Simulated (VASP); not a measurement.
# WC in VASP: a series of runs

The runs below take WC through single point, relaxation of cell and atoms, with PBE.

Everything below comes from runs of VASP 6.6.1. Logs are shortened: lines on timing, memory, paths and dates and some standing lists are left out, and cuts for length are marked.

### 1 The cell of the first run

The typed cell holds 4 atoms: a = 2.843 Å, b = 2.922 Å, c = 5.067 Å, α = 90.01°, β = 90.00°, γ = 89.99°.

### 2 Single point, PBE

INCAR reads:

```
ALGO = Normal ; EDIFF = 1E-6
ENCUT = 520 ; GGA = PE
ISIF = 2 ; ISMEAR = 0
LASPH = T ; LCHARG = F
LREAL = F ; LWAVE = F
NBANDS = 26 ; NELM = 100
PREC = Accurate ; SIGMA = 0.2
```

KPOINTS reads:

```
k-points
0
Gamma
  8 8 4
```

POSCAR reads:

```
WC
1.0
    0.0001408292     -0.0000983075      2.8431457134
    2.9218884779     -0.0002506454      0.0001235170
   -0.0004183806      5.0671015739     -0.0001145983
W C
2 2
Direct
    1.0000097231      0.4999913799      0.4999719143
    0.0000230970     -0.0000362439     -0.0000286931
    0.4999588874      0.5000634668      0.1666962459
    0.5000082925      0.9999813972      0.6666938662
```

Potentials or basis: VASP PAW PBE potentials, release 64 (W_sv, C).

Run with:

```console
cat potpaw_PBE.64/W_sv/POTCAR potpaw_PBE.64/C/POTCAR > POTCAR
mpirun -np 1 vasp_std > vasp.out
```

OUTCAR:

```text
EDIFF = 1E-6
   ENCUT = 520
   GGA = PE
   ISIF = 2
   ISMEAR = 0
   LASPH = T
   LREAL = F
   NELM = 100
   PREC = Accurate

 ion  position               nearest neighbor table
   1  0.000  0.500  0.500-   4 2.21   4 2.21   4 2.21   4 2.21   3 2.21   3 2.21   2 2.92   2 2.92
                             2 2.92   2 2.92
   2  0.000  1.000  1.000-   3 2.21   3 2.21   3 2.21   3 2.21   4 2.21   4 2.21   1 2.92   1 2.92
                             1 2.92   1 2.92
   3  0.500  0.500  0.167-   2 2.21   2 2.21   2 2.21   2 2.21   1 2.21   1 2.21
   4  0.500  1.000  0.667-   1 2.21   1 2.21   1 2.21   1 2.21   2 2.21   2 2.21

  LATTYP: Found a triclinic cell.
 ALAT       =     4.0770620930
 B/A-ratio  =     0.6973515865
 C/A-ratio  =     1.8969624605
 COS(alpha) =     0.0000318962
 COS(beta)  =     0.5414499567
 COS(gamma) =     0.6974173827

  Lattice vectors:

 A1 = (  -2.9220293071,   0.0003489529,  -2.8432692304)
 A2 = (  -0.0001408292,   0.0000983075,  -2.8431457134)
 A3 = (  -5.8433585752,  -5.0666002831,  -0.0001324357)

Analysis of symmetry for initial positions (statically):
=====================================================================
 Subroutine PRICEL returns:
 Original cell was already a primitive cell.

 Routine SETGRP: Setting up the symmetry group for a
 triclinic supercell.

 Subroutine GETGRP returns: Found  1 space group operations
 (whereof  1 operations were pure point group operations)
 out of a pool of  2 trial point group operations.

The static configuration has the point symmetry C_1 .

Analysis of symmetry for dynamics (positions and initial velocities):
=====================================================================
 Subroutine PRICEL returns:
 Original cell was already a primitive cell.

 Routine SETGRP: Setting up the symmetry group for a
 triclinic supercell.

 Subroutine GETGRP returns: Found  1 space group operations
 (whereof  1 operations were pure point group operations)
 out of a pool of  2 trial point group operations.

The dynamic configuration has the point symmetry C_1 .

 Subroutine INISYM returns: Found  1 space group operations
 (whereof  1 operations are pure point group operations),
 and found     1 'primitive' translations

----------------------------------------------------------------------------------------

                                     Primitive cell

  volume of cell :      42.0942

  direct lattice vectors                    reciprocal lattice vectors
     0.000140829 -0.000098308  2.843145713    -0.000014868  0.000007953  0.351723093
     2.921888478 -0.000250645  0.000123517     0.342244414  0.000028258 -0.000016951
    -0.000418381  5.067101574 -0.000114598     0.000016929  0.197351483  0.000006823

  length of vectors
     2.843145719  2.921888491  5.067101592     0.351723093  0.342244415  0.197351483

  position of ions in fractional coordinates (direct lattice)
     0.000009723  0.499991380  0.499971914
     0.000023097  0.999963756  0.999971307
     0.499958887  0.500063467  0.166696246
     0.500008292  0.999981397  0.666693866

  ion indices of the primitive-cell ions
   primitive index   ion index
                 1           1
                 2           2
                 3           3
                 4           4

----------------------------------------------------------------------------------------

 KPOINTS: k-points

Automatic generation of k-mesh.
 Grid dimensions read from file:
 generate k-points for:    8    8    4

 Generating k-lattice:

  Cartesian coordinates                     Fractional coordinates (reciprocal lattice)
    -0.000001858  0.000000994  0.043965387     0.125000000  0.000000000 -0.000000000
     0.042780552  0.000003532 -0.000002119     0.000000000  0.125000000 -0.000000000
     0.000004232  0.049337871  0.000001706     0.000000000  0.000000000  0.250000000

  Length of vectors
     0.043965387  0.042780552  0.049337871

  Shift w.r.t. Gamma in fractional coordinates (k-lattice)
     0.000000000  0.000000000  0.000000000

 Subroutine IBZKPT returns following result:
 ===========================================

 Found    132 irreducible k-points:

 Following reciprocal coordinates:
            Coordinates               Weight
  0.000000  0.000000  0.000000      1.000000
  0.125000  0.000000  0.000000      2.000000
  0.250000  0.000000  0.000000      2.000000
  0.375000 -0.000000  0.000000      2.000000
  0.500000  0.000000  0.000000      1.000000
  0.000000  0.125000 -0.000000      2.000000
[... 16 lines left out ...]
  0.125000  0.375000  0.000000      2.000000
  0.250000  0.375000  0.000000      2.000000
 [... further k-points ...]
   k-points           NKPTS =    132   k-points in BZ     NKDIM =    132   number of bands    NBANDS=     26
   number of dos      NEDOS =    301   number of ions     NIONS =      4
   total plane-waves  NPLWV =  23040
   dimension x,y,z NGX =    24 NGY =   24 NGZ =   40
[... 30 lines left out ...]
  Fermi-wavevector in a.u.,A,eV,Ry     =   1.553942  2.936525 32.854485  2.414737
  Thomas-Fermi vector in A             =   2.658100
   LORBIT       =      0    0 simple, 1 ext, 2 COOP (PROOUT), +10 PAW based schemes
   GGA     = PE    functional components
   LHFCALC =     F    Hartree Fock is set to
   AEXX    =    0.0000 exact exchange contribution
   IVDW    =     0    specifies the selected vdW correction
   LEPSILON=     F    determine dielectric tensor
   LRPA    =     F    only Hartree local field effects (RPA)
 non-spin polarized calculation
 Gauss-broadening in eV      SIGMA  =   0.20
  energy-cutoff  :      520.00
  volume of cell :       42.09
 maximum number of plane-waves:      1152
 NGX is ok and might be reduce to    24

 number of electron      35.9999998 magnetization

 Free energy of the ion-electron system (eV)
  ---------------------------------------------------
  ext. energy  EPLUGINS =         0.00000000
  ---------------------------------------------------
  free energy    TOTEN  =       -44.91152882 eV

  energy without entropy =      -44.90193113  energy(sigma->0) =      -44.90672998

 E-fermi :  10.9404     XC(G=0): -13.7205

 val. band max:       10.8814570395   @ k =   0.3750   0.0000   0.2500
 cond. band min:      10.9942882740   @ k =   0.0000   0.0000   0.0000
 fundamental gap:      0.1128312345
 Fermi energy:        10.9403691774

 k-point     1 :       0.0000    0.0000    0.0000
  band No.  band energies     occupation
      1     -63.1501      2.00000
      2     -63.0966      2.00000
      3     -27.8002      2.00000
      4     -27.2137      2.00000
      5     -27.1288      2.00000
      6     -27.0375      2.00000
[... 18 lines left out ...]
     25      16.4448      0.00000
     26      17.1330      0.00000

 k-point     2 :       0.1250    0.0000    0.0000
  band No.  band energies     occupation
      1     -63.1444      2.00000
      2     -63.0910      2.00000
      3     -27.7844      2.00000
      4     -27.2390      2.00000
      5     -27.2026      2.00000
      6     -27.1264      2.00000
[... 18 lines left out ...]
     25      16.9627      0.00000
     26      17.4325      0.00000

 k-point     3 :       0.2500    0.0000    0.0000
  band No.  band energies     occupation
      1     -63.1305      2.00000
      2     -63.0775      2.00000
      3     -27.7461      2.00000
      4     -27.4978      2.00000
      5     -27.3646      2.00000
      6     -27.1755      2.00000
[... 18 lines left out ...]
     25      17.2625      0.00000
     26      17.3035      0.00000

 k-point     4 :       0.3750   -0.0000    0.0000
  band No.  band energies     occupation
      1     -63.1164      2.00000
      2     -63.0640      2.00000
      3     -27.7470      2.00000
      4     -27.7074      2.00000
      5     -27.5950      2.00000
      6     -27.1482      2.00000
[... 18 lines left out ...]
     25      17.4651      0.00000
     26      19.0521      0.00000
[... 496 lines left out ...]
      1     -63.1105      2.00000
      2     -63.0900      2.00000
      3     -27.6230      2.00000
      4     -27.5525      2.00000
      5     -27.5161      2.00000
      6     -27.2278      2.00000
[... 18 lines left out ...]
     25      17.9196      0.00000
     26      19.8508      0.00000

 k-point    23 :       0.1250    0.3750    0.0000
  band No.  band energies     occupation
      1     -63.1049      2.00000
      2     -63.0845      2.00000
      3     -27.6085      2.00000
      4     -27.5389      2.00000
      5     -27.5025      2.00000
      6     -27.2165      2.00000
[... 18 lines left out ...]
     25      17.5664      0.00000
     26      19.4480      0.00000

 k-point    24 :       0.2500    0.3750    0.0000
  band No.  band energies     occupation
      1     -63.0913      2.00000
      2     -63.0710      2.00000
      3     -27.5734      2.00000
      4     -27.5069      2.00000
      5     -27.4695      2.00000
      6     -27.3976      2.00000
[... 18 lines left out ...]
     25      18.2719      0.00000
     26      18.6867      0.00000

 [... further k-points ...]
[... 5 lines left out ...]
  --------------------------------------------------------------------------------------
  -------------------------------------------------------------------------------------
  Total        0.3145222      0.2054761      0.3659597      0.0105957      0.0045609     -0.0072995
  in kB       11.9712495      7.8207700     13.9290497      0.4032918      0.1735966     -0.2778303
  external PRESSURE =      11.2403564 kB  Pullay stress =       0.0000000 kB

 VOLUME and BASIS-vectors are now :
 -----------------------------------------------------------------------------
  energy-cutoff  :      520.00
  volume of cell :       42.09
      direct lattice vectors                 reciprocal lattice vectors
     0.000140829 -0.000098308  2.843145713    -0.000014868  0.000007953  0.351723093
     2.921888478 -0.000250645  0.000123517     0.342244414  0.000028258 -0.000016951
    -0.000418381  5.067101574 -0.000114598     0.000016929  0.197351483  0.000006823

 POSITION                                       TOTAL-FORCE (eV/Angst)
 -----------------------------------------------------------------------------------
      1.46071      2.53328      0.00003        -0.000606      0.007496     -0.000373
      2.92136      5.06671      0.00007         0.003102      0.007683     -0.002119
      1.46113      0.84449      1.42150        -0.003417     -0.007879      0.002556
      2.92163      3.37791      1.42164         0.000922     -0.007300     -0.000063
 -----------------------------------------------------------------------------------
    total drift:                                0.000007     -0.000068      0.000002

  FREE ENERGIE OF THE ION-ELECTRON SYSTEM (eV)
  ---------------------------------------------------
  free  energy   TOTEN  =       -44.9115288218 eV

  energy  without entropy=      -44.9019311319  energy(sigma->0) =      -44.90672998
```

Wall time 39 s (1 thread of Intel Xeon 6975P-C (Granite Rapids), shared host); peak memory 0.24 GiB.

What came out:

```yaml
Free_energy: -44.9115 eV
Pressure: 1.1 GPa
Largest_force: 0.009 eV/Å
Band_gap_on_the_k_mesh: zero (band 18 reaches 11.57 eV, above the bottom of band 19 at 10.69 eV)
```

Forces in eV/Å, atoms in the order of the input:
```
W   -0.001  0.007  0.000
W    0.003  0.008 -0.002
C   -0.003 -0.008  0.003
C    0.001 -0.007  0.000
```

Levels at points of the mesh, in eV from the Fermi level:
| k point | band 15 | band 16 | band 17 | band 18 | band 19 | band 20 | band 21 | band 22 |
| --- | --- | --- | --- | --- | --- | --- | --- | --- |
| (0.00, 0.00, 0.00) | -3.37 | -3.35 | -0.54 | 0.05 | 2.26 | 3.11 | 3.12 | 4.37 |
| (0.50, 0.00, 0.00) | -2.08 | -2.07 | -0.63 | -0.61 | 0.19 | 3.61 | 4.26 | 4.40 |
| (0.00, 0.50, 0.00) | -3.32 | -3.32 | -0.50 | -0.49 | 1.15 | 1.15 | 2.30 | 2.30 |
| (0.50, 0.50, 0.00) | -2.03 | -2.03 | -1.34 | -1.34 | 4.90 | 4.90 | 5.27 | 5.27 |
| (0.00, 0.00, 0.50) | -2.31 | -2.31 | -2.04 | -2.04 | 2.67 | 2.67 | 3.58 | 3.58 |
| (0.50, 0.00, 0.50) | -3.17 | -3.17 | -1.80 | -1.80 | 1.30 | 1.30 | 4.75 | 4.75 |
| (0.00, 0.50, 0.50) | -3.56 | -3.56 | -0.55 | -0.55 | 2.25 | 2.25 | 4.37 | 4.37 |
| (0.50, 0.50, 0.50) | -4.21 | -4.21 | 0.21 | 0.21 | 4.27 | 4.27 | 5.16 | 5.16 |

Caveat: spin-orbit coupling is left out, which moves the levels of the heavy elements.

### 3 Single point, PBE

This run uses another cell than the first one: it holds 2 atoms, not 4.

INCAR reads:

```
ALGO = Normal ; EDIFF = 1E-7
ENCUT = 520 ; GGA = PE
ISIF = 2 ; ISMEAR = 0
LASPH = T ; LCHARG = F
LREAL = F ; LWAVE = F
NBANDS = 16 ; NELM = 100
PREC = Accurate ; SIGMA = 0.1
```

KPOINTS reads:

```
k-points
0
Gamma
  24 24 20
```

POSCAR reads:

```
WC
1.0
    2.9222431135      0.0000000000      0.0000000000
   -1.4611215567      2.5307367724      0.0000000000
    0.0000000000      0.0000000000      2.8465286936
W C
1 1
Direct
    0.0000000000      0.0000000000      0.0000000000
    0.6666666667      0.3333333333      0.5000000000
```

Potentials or basis: VASP PAW PBE potentials, release 64 (W_sv, C).

Run with:

```console
cat potpaw_PBE.64/W_sv/POTCAR potpaw_PBE.64/C/POTCAR > POTCAR
mpirun -np 1 vasp_std > vasp.out
```

Run time: 62 s. Hardware: 1 thread of Intel Xeon 6975P-C (Granite Rapids), shared host; peak memory 0.33 GiB.

The run converged. Its results:

```yaml
Free_energy: -22.4497 eV
Pressure: 1.0 GPa
Band_gap_on_the_k_mesh: zero (band 9 reaches 11.57 eV, above the bottom of band 10 at 10.31 eV)
```

Stress tensor (GPa, compression positive):
```
0.94 0.00 0.00
0.00 0.94 0.00
0.00 0.00 1.25
```

Levels at points of the mesh, in eV from the Fermi level:
```csv
k point,band 7,band 8,band 9,band 10,band 11,band 12
"(0.00, 0.00, 0.00)",-3.28,-3.28,0.11,3.18,3.18,5.56
"(0.50, 0.00, 0.00)",-3.53,-3.50,-0.47,2.31,4.44,4.77
"(0.00, 0.00, 0.50)",-1.99,-1.99,-0.56,-0.56,3.64,4.48
"(0.50, 0.00, 0.50)",-4.25,-4.15,0.26,4.33,5.21,6.51
```

Caveat: spin-orbit coupling is left out, which moves the levels of the heavy elements.

### 4 Relaxation of cell and atoms, PBE

This run uses another cell than the first one, of 10.11 Å³/atom, 0.960 times its volume.

INCAR reads:

```
PREC = Accurate
ENCUT = 600
EDIFF = 1E-6
ISMEAR = 0
SIGMA = 0.2
LREAL = F
LASPH = T
NELM = 60
ALGO = Normal
ISIF = 3
LWAVE = F
LCHARG = F
GGA = PE
IBRION = 2
NSW = 80
EDIFFG = -0.025
```

KPOINTS reads:

```
regular mesh
0
Gamma
  8 8 4
```

POSCAR reads:

```
WC
1.0
    0.0196866454     -0.0158506705      2.7496450881
    2.8658809906     -0.0141417174      0.0202102878
   -0.0244941730      5.1313161543     -0.0281844162
W C
2 2
Direct
    1.0087087775      0.5017489246      0.5050486670
   -0.0097247379      0.0102191103      0.0146898153
    0.4763525199      0.5165201797      0.1568451223
    0.5246634406      0.9715117854      0.6567497287
```

Run with:

```console
cat potpaw_PBE.64/W_sv/POTCAR potpaw_PBE.64/C/POTCAR > POTCAR
mpirun -np 1 vasp_std > vasp.out
```

It took 5.5 min on 1 thread of Intel Xeon 6975P-C (Granite Rapids), shared host; peak memory 0.27 GiB.

Results (log left out):

* Free energy: -44.9121 eV
* Relaxed volume: 10.55 Å³/atom
* Relaxed cell: a = 2.846 Å, b = 2.926 Å, c = 5.068 Å, α = 89.99°, β = 90.00°, γ = 90.00°
* Space group after relaxing (to 0.05 Å): P-6m2 (No. 187)
* Energy gained by relaxing: 160.6 meV/atom
* Ionic steps: 14
* Pressure after relaxing: 0.0 GPa
* Largest force after relaxing: 0.022 eV/Å
* Band gap on the k mesh: zero (band 18 reaches 11.53 eV, above the bottom of band 19 at 10.67 eV)

Forces in eV/Å, atoms in the order of the input:
```
W    0.006 -0.015 -0.001
W   -0.006  0.002  0.005
C   -0.013  0.007 -0.016
C    0.013  0.006  0.012
```

Stress tensor (GPa, compression positive):
```
-0.05 -0.03  0.02
-0.03  0.08 -0.01
 0.02 -0.01  0.09
```

The path:
```
step  energy change (eV)  largest force (eV/Å)  pressure (GPa)  volume (Å³)
   1              0.0000                2.8963           25.23        40.43
   2              1.1156                1.4201          -44.23        50.26
   3             -0.5064                0.9855          -10.48        43.55
   4             -0.5106                1.0933           -8.29        43.30
   5             -0.5667                1.0916            8.88        41.30
   6             -0.6060                0.4917            1.55        42.05
   7             -0.6365                0.2552           -0.04        42.22
   8             -0.6380                0.2259           -0.43        42.27
   9             -0.6417                0.0822            0.48        42.15
  10             -0.6419                0.0505            0.30        42.17
  11             -0.6423                0.0304           -0.47        42.26
  12             -0.6423                0.0301           -0.36        42.24
  13             -0.6423                0.0196            0.38        42.17
  14             -0.6424                0.0218            0.04        42.20
```

Final structure:
```cif
data_structure
_symmetry_space_group_name_H-M 'P 1'
_symmetry_Int_Tables_number 1
_cell_length_a 2.8460
_cell_length_b 2.9260
_cell_length_c 5.0678
_cell_angle_alpha 89.992
_cell_angle_beta 89.999
_cell_angle_gamma 90.005
_cell_volume 42.20
loop_
_atom_site_label
_atom_site_type_symbol
_atom_site_fract_x
_atom_site_fract_y
_atom_site_fract_z
_atom_site_occupancy
W1 W 0.99995 0.49978 0.50014 1
W2 W 0.00000 0.00023 0.00006 1
C1 C 0.50032 0.50040 0.16656 1
C2 C 0.49973 0.99959 0.66658 1
```

Levels at points of the mesh, in eV from the Fermi level:
| k point | band 15 | band 16 | band 17 | band 18 | band 19 | band 20 | band 21 | band 22 |
| --- | --- | --- | --- | --- | --- | --- | --- | --- |
| (0.00, 0.00, 0.00) | -3.35 | -3.34 | -0.55 | 0.05 | 2.25 | 3.10 | 3.11 | 4.36 |
| (0.50, 0.00, 0.00) | -2.07 | -2.06 | -0.62 | -0.62 | 0.21 | 3.60 | 4.25 | 4.39 |
| (0.00, 0.50, 0.00) | -3.31 | -3.31 | -0.49 | -0.48 | 1.15 | 1.15 | 2.29 | 2.30 |
| (0.50, 0.50, 0.00) | -2.03 | -2.02 | -1.34 | -1.33 | 4.88 | 4.88 | 5.25 | 5.25 |
| (0.00, 0.00, 0.50) | -2.30 | -2.30 | -2.04 | -2.04 | 2.65 | 2.66 | 3.58 | 3.58 |
| (0.50, 0.00, 0.50) | -3.15 | -3.15 | -1.79 | -1.79 | 1.29 | 1.29 | 4.73 | 4.73 |
| (0.00, 0.50, 0.50) | -3.55 | -3.55 | -0.55 | -0.54 | 2.25 | 2.25 | 4.35 | 4.36 |
| (0.50, 0.50, 0.50) | -4.21 | -4.21 | 0.20 | 0.20 | 4.25 | 4.25 | 5.14 | 5.14 |

Caveat: spin-orbit coupling is left out, which moves the levels of the heavy elements. PBE usually gives volumes a little too large and moduli too small.

### 5 The runs side by side

```csv
task,cell,k mesh,cutoff (eV),smearing,gap on the mesh (eV),pressure (GPa),largest force (eV/Å)
single point,"a = 2.843, b = 2.922, c = 5.067 Å, 4 atoms",8 × 8 × 4,520,gaussian 0.2 eV,none,1.1,0.01
single point,"a = 2.922, b = 2.922, c = 2.847 Å, angles 90.0, 90.0, 120.0°, 2 atoms",24 × 24 × 20,520,gaussian 0.1 eV,none,1.0,-
relaxation of cell and atoms,"relaxed from a = 2.750, b = 2.866, c = 5.131 Å, angles 90.6, 90.6, 89.2°, 4 atoms",8 × 8 × 4,600,gaussian 0.2 eV,none,0.0,0.02
```

Alike in all rows: level PBE; potentials or basis VASP PAW PBE potentials, release 64 (W_sv, C); no spin polarisation.

Caveats: spin-orbit coupling is left out, which moves the levels of the heavy elements.

Absolute energies hang on the potentials; compare differences alone.
